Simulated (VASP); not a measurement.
# Ga2TeS5 (R-3m) in VASP: single point with PBE

Aim: the single point of Ga2TeS5 with PBE.

All numbers are computed with VASP 6.6.1; they aren't measurements. Logs are shortened: lines on timing, memory, paths and dates and some standing lists are left out, and cuts for length are marked.

## 1. The cell of the first run

The structure is trigonal, space group R-3m (No. 166). Conventional cell: a = 4.333 Å, b = 4.333 Å, c = 31.899 Å, α = 90.00°, β = 90.00°, γ = 120.00°. Ga (site symmetry 3m) has 7 S at 2.51 to 2.78 Å within 3.3 Å. Within 3.7 Å of Te (site symmetry -3m) lie 6 S at 2.81 Å. S (site symmetry 3m) has 3 Te at 2.81 Å and 6 S at 3.59 to 3.68 Å and 3 Ga at 3.77 Å within 3.8 Å. Within 3.3 Å of S (site symmetry 3m) lie 4 Ga at 2.51 to 2.54 Å and 3 S at 2.84 Å. S (site symmetry -3m) has 6 Ga at 2.78 Å and 6 S at 2.84 Å within 3.7 Å.

The cell was built from a structure type or drawn by symmetry, and may not be a known phase.

## 2. Single point, PBE

File INCAR:

```
PREC = Accurate ; ENCUT = 520
EDIFF = 1E-6 ; ISMEAR = 0
SIGMA = 0.15 ; LREAL = F
LASPH = T ; NELM = 100
ALGO = Normal ; ISIF = 2
LWAVE = F ; LCHARG = F
GGA = PE ; NBANDS = 41
```

File KPOINTS:

```
Automatic mesh
0
Gamma
  3 3 3
```

File POSCAR:

```
Ga2TeS5
1.0
    2.1664438758      1.2507969569     10.6329689725
   -2.1664438758      1.2507969569     10.6329689725
    0.0000000000     -2.5015939078     10.6329689732
Ga Te S
2 1 5
Direct
    0.7955692679      0.7955692679      0.7955692679
    0.2044307321      0.2044307321      0.2044307321
    0.0000000000      0.0000000000      0.0000000000
    0.3736306164      0.3736306164      0.3736306164
    0.8752589370      0.8752589370      0.8752589370
    0.1247410630      0.1247410630      0.1247410630
    0.6263693836      0.6263693836      0.6263693836
    0.5000000000      0.5000000000      0.5000000000
```

Potentials or basis: VASP PAW PBE potentials, release 64 (Ga_d, Te, S).

Started as:

```bash
cat potpaw_PBE.64/Ga_d/POTCAR potpaw_PBE.64/Te/POTCAR potpaw_PBE.64/S/POTCAR > POTCAR
mpirun -np 1 vasp_std > vasp.out
```

OUTCAR:

```text
PREC = Accurate
   ENCUT = 520
   EDIFF = 1E-6
   ISMEAR = 0
   LREAL = F
   LASPH = T
   NELM = 100
   ISIF = 2
   GGA = PE

 ion  position               nearest neighbor table
   1  0.796  0.796  0.796-   6 2.51   6 2.51   6 2.51   5 2.54   8 2.78   8 2.78   8 2.78
   2  0.204  0.204  0.204-   5 2.51   5 2.51   5 2.51   6 2.54   8 2.78   8 2.78   8 2.78
   3  0.000  0.000  0.000-   7 2.81   7 2.81   4 2.81   4 2.81   7 2.81   4 2.81
   4  0.374  0.374  0.374-   3 2.81   3 2.81   3 2.81
   5  0.875  0.875  0.875-   2 2.51   2 2.51   2 2.51   1 2.54
   6  0.125  0.125  0.125-   1 2.51   1 2.51   1 2.51   2 2.54
   7  0.626  0.626  0.626-   3 2.81   3 2.81   3 2.81
   8  0.500  0.500  0.500-   2 2.78   2 2.78   1 2.78   1 2.78   2 2.78   1 2.78

  LATTYP: Found a trigonal (rhomboedric) cell.
 ALAT       =    10.9232779542
 COS(alpha) =     0.9213282318

  Lattice vectors:

 A1 = (   2.1664438758,   1.2507969569,  10.6329689725)
 A2 = (  -2.1664438758,   1.2507969569,  10.6329689725)
 A3 = (   0.0000000000,  -2.5015939078,  10.6329689732)

Analysis of symmetry for initial positions (statically):
=====================================================================
 Subroutine PRICEL returns:
 Original cell was already a primitive cell.

 Routine SETGRP: Setting up the symmetry group for a
 trigonal (rhombohedral) supercell.

 Subroutine GETGRP returns: Found 12 space group operations
 (whereof 12 operations were pure point group operations)
 out of a pool of 12 trial point group operations.

The static configuration has the point symmetry D_3d.

Analysis of symmetry for dynamics (positions and initial velocities):
=====================================================================
 Subroutine PRICEL returns:
 Original cell was already a primitive cell.

 Routine SETGRP: Setting up the symmetry group for a
 trigonal (rhombohedral) supercell.

 Subroutine GETGRP returns: Found 12 space group operations
 (whereof 12 operations were pure point group operations)
 out of a pool of 12 trial point group operations.

The dynamic configuration has the point symmetry D_3d.

 Subroutine INISYM returns: Found 12 space group operations
 (whereof 12 operations are pure point group operations),
 and found     1 'primitive' translations

----------------------------------------------------------------------------------------

                                     Primitive cell

  volume of cell :     172.8781

  direct lattice vectors                    reciprocal lattice vectors
     2.166443876  1.250796957 10.632968973     0.230792962  0.133248379  0.031349037
    -2.166443876  1.250796957 10.632968973    -0.230792962  0.133248379  0.031349037
     0.000000000 -2.501593908 10.632968973     0.000000000 -0.266496758  0.031349037

  length of vectors
    10.923277954 10.923277954 10.923277954     0.268334277  0.268334277  0.268334277

  position of ions in fractional coordinates (direct lattice)
     0.795569268  0.795569268  0.795569268
     0.204430732  0.204430732  0.204430732
     0.000000000  0.000000000  0.000000000
     0.373630616  0.373630616  0.373630616
     0.875258937  0.875258937  0.875258937
     0.124741063  0.124741063  0.124741063
     0.626369384  0.626369384  0.626369384
     0.500000000  0.500000000  0.500000000

  ion indices of the primitive-cell ions
   primitive index   ion index
                 1           1
                 2           2
                 3           3
                 4           4
                 5           5
                 6           6
                 7           7
                 8           8

----------------------------------------------------------------------------------------

 KPOINTS: Automatic mesh

Automatic generation of k-mesh.
 Grid dimensions read from file:
 generate k-points for:    3    3    3

 Generating k-lattice:

  Cartesian coordinates                     Fractional coordinates (reciprocal lattice)
     0.076930987  0.044416126  0.010449679     0.333333333  0.000000000  0.000000000
    -0.076930987  0.044416126  0.010449679     0.000000000  0.333333333  0.000000000
     0.000000000 -0.088832253  0.010449679     0.000000000  0.000000000  0.333333333

  Length of vectors
     0.089444759  0.089444759  0.089444759

  Shift w.r.t. Gamma in fractional coordinates (k-lattice)
     0.000000000  0.000000000  0.000000000

 Subroutine IBZKPT returns following result:
 ===========================================

 Found      6 irreducible k-points:

 Following reciprocal coordinates:
            Coordinates               Weight
  0.000000  0.000000  0.000000      1.000000
  0.333333  0.000000  0.000000      6.000000
  0.333333  0.333333  0.000000      6.000000
 -0.333333  0.333333  0.000000      6.000000
  0.333333  0.333333  0.333333      2.000000
 -0.333333  0.333333  0.333333      6.000000
   k-points           NKPTS =      6   k-points in BZ     NKDIM =      6   number of bands    NBANDS=     41
   number of dos      NEDOS =    301   number of ions     NIONS =      8
   total plane-waves  NPLWV = 592704
   dimension x,y,z NGX =    84 NGY =   84 NGZ =   84
   dimension x,y,z NGXF=   168 NGYF=  168 NGZF=  168
   ions per type =               2   1   5
   NGX,Y,Z   is equivalent  to a cutoff of  12.78, 12.78, 12.78 a.u.
   NGXF,Y,Z  is equivalent  to a cutoff of  25.57, 25.57, 25.57 a.u.
 SYSTEM =  unknown system
   PREC   = accura    normal or accurate (medium, high low for compatibility)
   ISTART =      0    job   : 0-new  1-cont  2-samecut
   ICHARG =      2    charge: 1-file 2-atom 10-const
   ISPIN  =      1    spin polarized calculation?
   LNONCOLLINEAR =      F non collinear calculations
   LSORBIT =      F    spin-orbit coupling
   LASPH  =      T    aspherical Exc in radial PAW
   ENCUT  =  520.0 eV  38.22 Ry    6.18 a.u.  20.31 20.31 20.31*2*pi/ulx,y,z
   NELM   =    100;   NELMIN=  2; NELMDL= -5     # of ELM steps
   EDIFF  = 0.1E-05   stopping-criterion for ELM
   LREAL  =      F    real-space projection
   EDIFFG = 0.1E-04   stopping-criterion for IOM
   NSW    =      0    number of steps for IOM
   IBRION =     -1    ionic relax: 0-MD 1-quasi-New 2-CG
   NFREE  =      0    steps in history (QN), initial steepest desc. (CG)
   ISIF   =      2    stress and relaxation
   ISYM   =      2    0-nonsym 1-usesym 2-fastsym
   POTIM  = 0.5000    time-step for ionic-motion
   TEBEG  =    0.0;   TEEND  =   0.0 temperature during run
   PSTRESS=    0.0 pullay stress
   NELECT =      62.0000    total number of electrons
   NUPDOWN=      -1.0000    fix difference up-down
   EMIN   =  10.00;   EMAX   =-10.00  energy-range for DOS
   EFERMI =   0.00;   METHOD = LEGACY
   ISMEAR =     0;   SIGMA  =   0.15  broadening in eV -4-tet -1-fermi 0-gaus
   EFERMI_NEDOS =   21; number of points for ismear=-14 and -15
   IALGO  =     38    algorithm
   IMIX   =      4    mixing-type and parameters
     AMIX     =   0.40;   BMIX     =  1.00
     AMIX_MAG =   1.60;   BMIX_MAG =  1.00
  volume/ion in A,a.u.               =      21.61       145.83
  Fermi-wavevector in a.u.,A,eV,Ry     =   1.163122  2.197982 18.406689  1.352853
  Thomas-Fermi vector in A             =   2.299676
   LORBIT       =      0    0 simple, 1 ext, 2 COOP (PROOUT), +10 PAW based schemes
   GGA     = PE    functional components
   LHFCALC =     F    Hartree Fock is set to
   AEXX    =    0.0000 exact exchange contribution
   IVDW    =     0    specifies the selected vdW correction
   LEPSILON=     F    determine dielectric tensor
   LRPA    =     F    only Hartree local field effects (RPA)
 non-spin polarized calculation
 Gauss-broadening in eV      SIGMA  =   0.15
  energy-cutoff  :      520.00
  volume of cell :      172.88
 maximum number of plane-waves:      4681
 NGX is ok and might be reduce to    84
   NGX = 41   NGY = 41   NGZ = 41

 number of electron      62.0000011 magnetization

 Free energy of the ion-electron system (eV)
  ---------------------------------------------------
  ext. energy  EPLUGINS =         0.00000000
  ---------------------------------------------------
  free energy    TOTEN  =       -28.21084221 eV

  energy without entropy =      -28.20597452  energy(sigma->0) =      -28.20840837

 E-fermi :   4.8610     XC(G=0):  -9.7339

 val. band max:        4.6390411607   @ k =   0.3333   0.3333   0.3333
 cond. band min:       5.0799504331   @ k =  -0.3333   0.3333   0.0000
 fundamental gap:      0.4409092724
 Fermi energy:         4.8610362572

 k-point     1 :       0.0000    0.0000    0.0000
  band No.  band energies     occupation
      1     -10.5031      2.00000
      2     -10.0653      2.00000
      3      -9.7614      2.00000
      4      -9.7614      2.00000
      5      -9.7469      2.00000
      6      -9.7469      2.00000
[... 33 lines left out ...]
     40      10.7162      0.00000
     41      11.1595      0.00000

 k-point     2 :       0.3333    0.0000    0.0000
  band No.  band energies     occupation
      1     -10.0117      2.00000
      2      -9.9513      2.00000
      3      -9.8171      2.00000
      4      -9.7424      2.00000
      5      -9.7398      2.00000
      6      -9.7281      2.00000
[... 33 lines left out ...]
     40      10.3118      0.00000
     41      10.7156      0.00000

 k-point     3 :       0.3333    0.3333    0.0000
  band No.  band energies     occupation
      1     -10.0117      2.00000
      2      -9.9511      2.00000
      3      -9.8172      2.00000
      4      -9.7424      2.00000
      5      -9.7398      2.00000
      6      -9.7281      2.00000
[... 33 lines left out ...]
     40      10.2690      0.00000
     41      10.8341      0.00000

 k-point     4 :      -0.3333    0.3333    0.0000
  band No.  band energies     occupation
      1      -9.9548      2.00000
      2      -9.9547      2.00000
      3      -9.8318      2.00000
      4      -9.7330      2.00000
      5      -9.7330      2.00000
      6      -9.7270      2.00000
[... 33 lines left out ...]
     40      10.9134      0.00000
     41      11.1101      0.00000

 k-point     5 :       0.3333    0.3333    0.3333
  band No.  band energies     occupation
      1     -10.5000      2.00000
      2     -10.0663      2.00000
      3      -9.7614      2.00000
      4      -9.7614      2.00000
      5      -9.7469      2.00000
      6      -9.7469      2.00000
[... 33 lines left out ...]
     40      10.9501      0.00000
     41      11.1571      0.00000

 k-point     6 :      -0.3333    0.3333    0.3333
  band No.  band energies     occupation
      1     -10.0119      2.00000
      2      -9.9506      2.00000
      3      -9.8172      2.00000
      4      -9.7424      2.00000
      5      -9.7398      2.00000
      6      -9.7281      2.00000
[... 33 lines left out ...]
     40      10.2425      0.00000
     41      10.6548      0.00000

------------------------ aborting loop because EDIFF is reached ----------------------------------------

  FORCE on cell =-STRESS in cart. coord.  units (eV):
  Direction    XX          YY          ZZ          XY          YZ          ZX
  --------------------------------------------------------------------------------------
  -------------------------------------------------------------------------------------
  Total       -0.0044422     -0.0044422      0.6054287      0.0000000      0.0000000      0.0000000
  in kB       -0.0411689     -0.0411689      5.6109129      0.0000000      0.0000000      0.0000000
  external PRESSURE =       1.8428584 kB  Pullay stress =       0.0000000 kB

 VOLUME and BASIS-vectors are now :
 -----------------------------------------------------------------------------
  energy-cutoff  :      520.00
  volume of cell :      172.88
      direct lattice vectors                 reciprocal lattice vectors
     2.166443876  1.250796957 10.632968973     0.230792962  0.133248379  0.031349037
    -2.166443876  1.250796957 10.632968973    -0.230792962  0.133248379  0.031349037
     0.000000000 -2.501593908 10.632968973     0.000000000 -0.266496758  0.031349037

 POSITION                                       TOTAL-FORCE (eV/Angst)
 -----------------------------------------------------------------------------------
      0.00000      0.00000     25.37779        -0.000000      0.000000      0.021077
      0.00000      0.00000      6.52112        -0.000000     -0.000000     -0.021077
      0.00000      0.00000      0.00000        -0.000000     -0.000000      0.000000
      0.00000      0.00000     11.91841        -0.000000     -0.000000     -0.019494
      0.00000      0.00000     27.91980        -0.000000     -0.000000     -0.003719
      0.00000      0.00000      3.97910        -0.000000      0.000000      0.003719
      0.00000      0.00000     19.98050        -0.000000      0.000000      0.019494
      0.00000      0.00000     15.94945         0.000000     -0.000000      0.000000
 -----------------------------------------------------------------------------------
    total drift:                               -0.000000     -0.000000      0.000000

  FREE ENERGIE OF THE ION-ELECTRON SYSTEM (eV)
  ---------------------------------------------------
  free  energy   TOTEN  =       -28.2108422139 eV

  energy  without entropy=      -28.2059745165  energy(sigma->0) =      -28.20840837
```

Wall time 11 min (1 thread of Intel Xeon 8259CL, shared host); peak memory 1.1 GiB.

What came out:

- Free energy: -28.2108 eV
- Pressure: 0.2 GPa
- Largest force: 0.021 eV/Å
- Band gap on the k mesh: zero (bands 31 and 32 overlap by 1.36 eV)

Forces in eV/Å, atoms in the order of the input:
```
Ga   0.000  0.000  0.021
Ga   0.000  0.000 -0.021
Te   0.000  0.000  0.000
S    0.000  0.000 -0.019
S    0.000  0.000 -0.004
S    0.000  0.000  0.004
S    0.000  0.000  0.019
S    0.000  0.000  0.000
```

Caveat: the k points lie up to 0.56 Å⁻¹ apart, too coarse for converged energies and pressures of a metal; spin-orbit coupling is left out, which moves the levels of the heavy elements.
